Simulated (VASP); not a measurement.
# MgSe (Fm-3m) in VASP: notebook

The runs below take MgSe through single point, with PBE.

All numbers are computed with VASP 6.6.1; they aren't measurements. Logs are shortened: lines on timing, memory, paths and dates and some standing lists are left out, and cuts for length are marked.

## Step 1: The cell of the first run

Symmetry: Fm-3m, No. 225, cubic system. Conventional cell: a = 5.509 Å, b = 5.509 Å, c = 5.509 Å, α = 90.00°, β = 90.00°, γ = 90.00°. Within 3.6 Å of Mg (site symmetry m-3m) lie 6 Se at 2.75 Å. Se (site symmetry m-3m) has 6 Mg at 2.75 Å within 3.6 Å.

## Step 2: Single point, PBE

The input, INCAR:

```
SYSTEM = MgSe
PREC = Accurate
ENCUT = 600
EDIFF = 1E-6
ISMEAR = 0
SIGMA = 0.02
LREAL = .False.
LASPH = .True.
NELM = 120
ALGO = Normal
ISIF = 2
LWAVE = .False.
LCHARG = .True.
GGA = PE
LELF = .True.
LVHAR = .True.
NBANDS = 11
GGA_COMPAT = .False.
```

The input, KPOINTS:

```
regular mesh
0
Gamma
  8 8 8
  0 0 0
```

The input, POSCAR:

```
MgSe
1.0
    0.0000000000      2.7544118772      2.7544118772
    2.7544118772      0.0000000000      2.7544118772
    2.7544118772      2.7544118772      0.0000000000
Mg Se
1 1
Direct
    0.0000000000      0.0000000000      0.0000000000
    0.5000000000      0.5000000000      0.5000000000
```

Potentials or basis: VASP PAW PBE potentials, release 64 (Mg, Se).

On the command line:

```sh
$ cat potpaw_PBE.64/Mg/POTCAR potpaw_PBE.64/Se/POTCAR > POTCAR
$ mpirun -np 1 vasp_std > vasp.out
```

OUTCAR:

```text
SYSTEM = MgSe
   PREC = Accurate
   ENCUT = 600
   EDIFF = 1E-6
   ISMEAR = 0
   LREAL = .False.
   LASPH = .True.
   NELM = 120
   ISIF = 2
   GGA = PE

 ion  position               nearest neighbor table
   1  0.000  0.000  0.000-   2 2.75   2 2.75   2 2.75   2 2.75   2 2.75   2 2.75
   2  0.500  0.500  0.500-   1 2.75   1 2.75   1 2.75   1 2.75   1 2.75   1 2.75

  LATTYP: Found a face centered cubic cell.
 ALAT       =     5.5088237544

  Lattice vectors:

 A1 = (   0.0000000000,   2.7544118772,   2.7544118772)
 A2 = (   2.7544118772,   0.0000000000,   2.7544118772)
 A3 = (   2.7544118772,   2.7544118772,   0.0000000000)

Analysis of symmetry for initial positions (statically):
=====================================================================
 Subroutine PRICEL returns:
 Original cell was already a primitive cell.

 Routine SETGRP: Setting up the symmetry group for a
 face centered cubic supercell.

 Subroutine GETGRP returns: Found 48 space group operations
 (whereof 48 operations were pure point group operations)
 out of a pool of 48 trial point group operations.

The static configuration has the point symmetry O_h .

Analysis of symmetry for dynamics (positions and initial velocities):
=====================================================================
 Subroutine PRICEL returns:
 Original cell was already a primitive cell.

 Routine SETGRP: Setting up the symmetry group for a
 face centered cubic supercell.

 Subroutine GETGRP returns: Found 48 space group operations
 (whereof 48 operations were pure point group operations)
 out of a pool of 48 trial point group operations.

The dynamic configuration has the point symmetry O_h .

 Subroutine INISYM returns: Found 48 space group operations
 (whereof 48 operations are pure point group operations),
 and found     1 'primitive' translations

----------------------------------------------------------------------------------------

                                     Primitive cell

  volume of cell :      41.7943

  direct lattice vectors                    reciprocal lattice vectors
     0.000000000  2.754411877  2.754411877    -0.181526955  0.181526955  0.181526955
     2.754411877  0.000000000  2.754411877     0.181526955 -0.181526955  0.181526955
     2.754411877  2.754411877  0.000000000     0.181526955  0.181526955 -0.181526955

  length of vectors
     3.895326633  3.895326633  3.895326633     0.314413908  0.314413908  0.314413908

  position of ions in fractional coordinates (direct lattice)
     0.000000000  0.000000000  0.000000000
     0.500000000  0.500000000  0.500000000

  ion indices of the primitive-cell ions
   primitive index   ion index
                 1           1
                 2           2

----------------------------------------------------------------------------------------

 KPOINTS: regular mesh

Automatic generation of k-mesh.
 Grid dimensions read from file:
 generate k-points for:    8    8    8

 Generating k-lattice:

  Cartesian coordinates                     Fractional coordinates (reciprocal lattice)
    -0.022690869  0.022690869  0.022690869     0.125000000  0.000000000  0.000000000
     0.022690869 -0.022690869  0.022690869     0.000000000  0.125000000  0.000000000
     0.022690869  0.022690869 -0.022690869     0.000000000  0.000000000  0.125000000

  Length of vectors
     0.039301739  0.039301739  0.039301739

  Shift w.r.t. Gamma in fractional coordinates (k-lattice)
     0.000000000  0.000000000  0.000000000

 Subroutine IBZKPT returns following result:
 ===========================================

 Found     29 irreducible k-points:

 Following reciprocal coordinates:
            Coordinates               Weight
  0.000000  0.000000  0.000000      1.000000
  0.125000  0.000000  0.000000      8.000000
  0.250000  0.000000  0.000000      8.000000
  0.375000  0.000000  0.000000      8.000000
  0.500000  0.000000  0.000000      4.000000
  0.125000  0.125000  0.000000      6.000000
[... 16 lines left out ...]
  0.500000  0.250000  0.125000     48.000000
 -0.375000  0.250000  0.125000     24.000000
 [... further k-points ...]
   k-points           NKPTS =     29   k-points in BZ     NKDIM =     29   number of bands    NBANDS=     11
   number of dos      NEDOS =    301   number of ions     NIONS =      2
   total plane-waves  NPLWV =  32768
   dimension x,y,z NGX =    32 NGY =   32 NGZ =   32
   dimension x,y,z NGXF=    64 NGYF=   64 NGZF=   64
   ions per type =               1   1
   NGX,Y,Z   is equivalent  to a cutoff of  13.66, 13.66, 13.66 a.u.
   NGXF,Y,Z  is equivalent  to a cutoff of  27.31, 27.31, 27.31 a.u.
 SYSTEM =  MgSe
   PREC   = accura    normal or accurate (medium, high low for compatibility)
   ISTART =      0    job   : 0-new  1-cont  2-samecut
   ICHARG =      2    charge: 1-file 2-atom 10-const
   ISPIN  =      1    spin polarized calculation?
   LNONCOLLINEAR =      F non collinear calculations
   LSORBIT =      F    spin-orbit coupling
   LASPH  =      T    aspherical Exc in radial PAW
   ENCUT  =  600.0 eV  44.10 Ry    6.64 a.u.   7.78  7.78  7.78*2*pi/ulx,y,z
   NELM   =    120;   NELMIN=  2; NELMDL= -5     # of ELM steps
   EDIFF  = 0.1E-05   stopping-criterion for ELM
   LREAL  =      F    real-space projection
   EDIFFG = 0.1E-04   stopping-criterion for IOM
   NSW    =      0    number of steps for IOM
   IBRION =     -1    ionic relax: 0-MD 1-quasi-New 2-CG
   NFREE  =      0    steps in history (QN), initial steepest desc. (CG)
   ISIF   =      2    stress and relaxation
   ISYM   =      2    0-nonsym 1-usesym 2-fastsym
   POTIM  = 0.5000    time-step for ionic-motion
   TEBEG  =    0.0;   TEEND  =   0.0 temperature during run
   PSTRESS=    0.0 pullay stress
   NELECT =       8.0000    total number of electrons
   NUPDOWN=      -1.0000    fix difference up-down
   EMIN   =  10.00;   EMAX   =-10.00  energy-range for DOS
   EFERMI =   0.00;   METHOD = LEGACY
   ISMEAR =     0;   SIGMA  =   0.02  broadening in eV -4-tet -1-fermi 0-gaus
   EFERMI_NEDOS =   21; number of points for ismear=-14 and -15
   IALGO  =     38    algorithm
   IMIX   =      4    mixing-type and parameters
     AMIX     =   0.40;   BMIX     =  1.00
     AMIX_MAG =   1.60;   BMIX_MAG =  1.00
  volume/ion in A,a.u.               =      20.90       141.02
  Fermi-wavevector in a.u.,A,eV,Ry     =   0.943480  1.782918 12.111283  0.890154
  Thomas-Fermi vector in A             =   2.071191
   LORBIT       =      0    0 simple, 1 ext, 2 COOP (PROOUT), +10 PAW based schemes
   GGA     = PE    functional components
   LHFCALC =     F    Hartree Fock is set to
   AEXX    =    0.0000 exact exchange contribution
   IVDW    =     0    specifies the selected vdW correction
   LEPSILON=     F    determine dielectric tensor
   LRPA    =     F    only Hartree local field effects (RPA)
 non-spin polarized calculation
 Gauss-broadening in eV      SIGMA  =   0.02
  energy-cutoff  :      600.00
  volume of cell :       41.79
 maximum number of plane-waves:      1411
   NGX = 15   NGY = 15   NGZ = 15

 number of electron       8.0000001 magnetization

 Free energy of the ion-electron system (eV)
  ---------------------------------------------------
  ext. energy  EPLUGINS =         0.00000000
  ---------------------------------------------------
  free energy    TOTEN  =        -7.49046289 eV

  energy without entropy =       -7.49046289  energy(sigma->0) =       -7.49046289

 E-fermi :   3.0474     XC(G=0):  -9.3622

 val. band max:        2.9648785856   @ k =   0.0000   0.0000   0.0000
 cond. band min:       4.7131548930   @ k =   0.5000   0.5000   0.0000
 fundamental gap:      1.7482763073
 Fermi energy:         3.0474137609

 k-point     1 :       0.0000    0.0000    0.0000
  band No.  band energies     occupation
      1      -9.8074      2.00000
      2       2.9649      2.00000
      3       2.9649      2.00000
      4       2.9649      2.00000
      5       5.3532      0.00000
      6      10.3865      0.00000
      7      10.3865      0.00000
      8      10.3865      0.00000
      9      12.8768      0.00000
     10      12.8768      0.00000
     11      13.9043      0.00000

 k-point     2 :       0.1250    0.0000    0.0000
  band No.  band energies     occupation
      1      -9.6819      2.00000
      2       1.7665      2.00000
      3       2.8706      2.00000
      4       2.8706      2.00000
      5       6.3306      0.00000
      6      10.0512      0.00000
      7      10.5926      0.00000
      8      10.5926      0.00000
      9      11.8542      0.00000
     10      11.8542      0.00000
     11      13.5522      0.00000

 k-point     3 :       0.2500    0.0000    0.0000
  band No.  band energies     occupation
      1      -9.3470      2.00000
      2       0.0323      2.00000
      3       2.6657      2.00000
      4       2.6657      2.00000
      5       6.9786      0.00000
      6       9.9890      0.00000
      7       9.9890      0.00000
      8      10.5672      0.00000
      9      12.4847      0.00000
     10      12.4847      0.00000
     11      12.8192      0.00000

 k-point     4 :       0.3750    0.0000    0.0000
  band No.  band energies     occupation
      1      -8.9502      2.00000
      2      -1.3013      2.00000
      3       2.4862      2.00000
      4       2.4862      2.00000
      5       6.8526      0.00000
      6       9.2756      0.00000
      7       9.2756      0.00000
      8      11.3890      0.00000
      9      13.1455      0.00000
     10      14.3732      0.00000
     11      14.3732      0.00000
[... 239 lines left out ...]
 k-point    22 :       0.3750    0.2500    0.1250
  band No.  band energies     occupation
      1      -9.0876      2.00000
      2      -0.2128      2.00000
      3       1.4981      2.00000
      4       2.3007      2.00000
      5       7.7051      0.00000
      6       9.0148      0.00000
      7       9.1516      0.00000
      8      11.2424      0.00000
      9      12.4075      0.00000
     10      15.2767      0.00000
     11      15.6920      0.00000

 k-point    23 :       0.5000    0.2500    0.1250
  band No.  band energies     occupation
      1      -8.7561      2.00000
      2      -0.9686      2.00000
      3       0.9733      2.00000
      4       1.9786      2.00000
      5       7.6415      0.00000
      6       8.6059      0.00000
      7      10.1396      0.00000
      8      11.1321      0.00000
      9      13.6784      0.00000
     10      15.5044      0.00000
     11      16.2326      0.00000

 k-point    24 :      -0.3750    0.2500    0.1250
  band No.  band energies     occupation
      1      -8.6020      2.00000
      2      -1.3094      2.00000
      3       0.8351      2.00000
      4       1.8086      2.00000
      5       7.6283      0.00000
      6       8.3223      0.00000
      7      10.6147      0.00000
      8      11.8846      0.00000
      9      13.9104      0.00000
     10      14.4920      0.00000
     11      16.9097      0.00000

 [... further k-points ...]
[... 5 lines left out ...]
  --------------------------------------------------------------------------------------
  -------------------------------------------------------------------------------------
  Total       -0.0370245     -0.0370245     -0.0370245     -0.0000000      0.0000000      0.0000000
  in kB       -1.4193305     -1.4193305     -1.4193305     -0.0000000      0.0000000      0.0000000
  external PRESSURE =      -1.4193305 kB  Pullay stress =       0.0000000 kB

 VOLUME and BASIS-vectors are now :
 -----------------------------------------------------------------------------
  energy-cutoff  :      600.00
  volume of cell :       41.79
      direct lattice vectors                 reciprocal lattice vectors
     0.000000000  2.754411877  2.754411877    -0.181526955  0.181526955  0.181526955
     2.754411877  0.000000000  2.754411877     0.181526955 -0.181526955  0.181526955
     2.754411877  2.754411877  0.000000000     0.181526955  0.181526955 -0.181526955

 POSITION                                       TOTAL-FORCE (eV/Angst)
 -----------------------------------------------------------------------------------
      0.00000      0.00000      0.00000        -0.000000     -0.000000      0.000000
      2.75441      2.75441      2.75441         0.000000      0.000000     -0.000000
 -----------------------------------------------------------------------------------
    total drift:                               -0.000000     -0.000000      0.000000

  FREE ENERGIE OF THE ION-ELECTRON SYSTEM (eV)
  ---------------------------------------------------
  free  energy   TOTEN  =        -7.4904628906 eV

  energy  without entropy=       -7.4904628906  energy(sigma->0) =       -7.49046289
```

Wall time 14 s (1 thread of Intel Xeon Platinum 8259CL at 2.50GHz (Skylake/Cascade Lake), shared host); peak memory 0.17 GiB.

What came out:

```
Free energy            : -7.4905 eV
Pressure               : -0.1 GPa
Band gap on the k mesh : 1.75 eV (least direct gap 2.39 eV)
```

Levels at points of the mesh, in eV from the valence-band top:
```tsv
k point	band 1	band 2	band 3	band 4	band 5	band 6	band 7	band 8
(0.00, 0.00, 0.00)	-12.77	0.00	0.00	0.00	2.39	7.42	7.42	7.42
(0.50, 0.00, 0.00)	-11.72	-4.78	-0.55	-0.55	3.79	6.06	6.06	8.38
(0.50, 0.50, 0.00)	-11.43	-4.10	-1.71	-1.71	1.75	4.05	11.44	11.89
```

A k mesh can miss the band edges. PBE gaps usually lie below the measured ones, often by a third to a half.

## Step 3: Single point, PBE

This run uses another cell than the first one: it holds 4 atoms, not 2.

The input, INCAR:

```
  PREC = Accurate
  ENCUT = 600
  EDIFF = 1E-6
  ISMEAR = 0
  SIGMA = 0.05
  LREAL = False
  LASPH = True
  NELM = 120
  ALGO = Normal
  ISIF = 2
  LWAVE = False
  LCHARG = False
  GGA = PE
  NBANDS = 16
  GGA_COMPAT = False
```

The input, KPOINTS:

```
Automatic mesh
0
Gamma
  8 8 6
```

The input, POSCAR:

```
MgSe
1.0
    0.0000000000     -2.7544118772     -2.7544118772
    0.0000000000      2.7544118772     -2.7544118772
    5.5088237545      0.0000000000      0.0000000000
Mg Se
2 2
Direct
    0.5000000000      0.5000000000      0.5000000000
    0.0000000000      0.0000000000      0.0000000000
    0.5000000000      0.5000000000      0.0000000000
    0.0000000000      0.0000000000      0.5000000000
```

Potentials or basis: VASP PAW PBE potentials, release 64 (Mg, Se).

On the command line:

```sh
$ cat potpaw_PBE.64/Mg/POTCAR potpaw_PBE.64/Se/POTCAR > POTCAR
$ mpirun -np 1 vasp_std > vasp.out
```

Wall time 71 s (1 thread of Intel Xeon Platinum 8259CL at 2.50GHz (Skylake/Cascade Lake), shared host); peak memory 0.27 GiB.

Results (log left out):

* Free energy: -14.9816 eV
* Pressure: -0.2 GPa
* Band gap on the k mesh: 1.75 eV

Levels at points of the mesh, in eV from the valence-band top:
```tsv
k point	band 6	band 7	band 8	band 9	band 10	band 11
(0.00, 0.00, 0.00)	0.00	0.00	0.00	1.75	2.39	4.05
(0.50, 0.00, 0.00)	-2.32	-0.59	-0.59	4.76	4.76	6.60
(0.50, 0.50, 0.00)	-1.71	-1.71	-1.71	1.75	1.75	4.05
(0.00, 0.00, 0.50)	-0.99	-0.99	-0.99	3.95	3.95	5.18
(0.50, 0.00, 0.50)	-0.55	-0.55	-0.55	3.79	3.79	6.06
(0.50, 0.50, 0.50)	-3.18	-2.46	-2.46	4.42	4.42	6.87
```
